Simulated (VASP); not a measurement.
BP: single point with PBEsol

Crystal: BP.

```
B P
1.0
     0.00000    2.02822    2.28815
     2.28815    0.00000    2.28815
     2.28815    2.02822    0.00000
B P
1 1
Direct
  0.00000 0.00000 0.00000
  0.75000 0.75000 0.75000
```

This cell differs from its parent crystal: volume 10.619 Å^3 an atom, c/a of the conventional cell 0.8864.

- Program: VASP 6.6.1
- Task: single point
- Functional: PBEsol
- Potentials or basis: VASP PAW PBE potentials, release 64 (B, P)
- Cutoff: 520 eV
- k mesh: 12 × 12 × 12
- Occupations: gaussian, width 0.05 eV
- Spin: no spin polarisation

```yaml
Pressure: 15.9 GPa
Band_gap_on_the_k_mesh: zero (band 4 reaches 9.31 eV, above the bottom of band 5 at 8.50 eV)
```

Stress tensor (GPa, compression positive):
```
 7.15  0.00  0.00
 0.00 33.49  0.00
 0.00  0.00  7.15
```

Levels at points of the mesh, in eV from the Fermi level:
```
           k point  band 1  band 2  band 3  band 4  band 5  band 6  band 7  band 8
(0.00, 0.00, 0.00)  -16.62   -0.59   -0.59    0.49    2.91    3.60    3.60    8.45
(0.50, 0.00, 0.00)  -12.85  -10.03   -2.88   -1.39    3.05    3.79    6.26   10.28
(0.50, 0.50, 0.00)  -11.65   -9.73   -4.31   -4.08    1.36    1.87   11.06   13.39
(0.50, 0.00, 0.50)  -10.33   -8.48   -5.59   -5.59   -0.11    0.03   12.59   12.59
```

It took 25 s on 1 thread of Intel Xeon 8259CL, with other jobs on the host, peak memory 0.16 GiB.

Caveat: the PAW data sets were made with another functional, which shifts forces and pressure a little.
